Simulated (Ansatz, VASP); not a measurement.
# Na in VASP and in Ansatz

```
CELL_PARAMETERS angstrom
-2.10403 2.10403 2.10403
2.10403 -2.10403 2.10403
2.10403 2.10403 -2.10403
ATOMIC_POSITIONS crystal
Na 0.00000 0.00000 0.00000
```

Alike in both runs: task single point; functional PBE; k mesh 4 × 4 × 4; occupations gaussian, width 0.1 eV; no spin polarisation.

|  | VASP | Ansatz |
| --- | --- | --- |
| version | VASP 6.6.1 | Ansatz 0.2.0 |
| potentials or method | VASP PAW PBE potentials, release 64 (Na_pv), cutoff 500 eV | scalar-relativistic, plane waves, PAW |
| valence electrons in the cell | 7 | 9 |

```csv
,VASP,Ansatz,Ansatz less VASP
gap on the k mesh at the Fermi level (eV),none,none,-
pressure (GPa),0.2,0.3,+0.03
```

A gap of «none» marks a metal or a gap that the smearing closes. VASP's potentials hold 7 valence electrons a cell and Ansatz's 9, so a difference there can come from the potentials and not from the codes.

The k mesh is coarse, so the values compare programs but aren't converged.
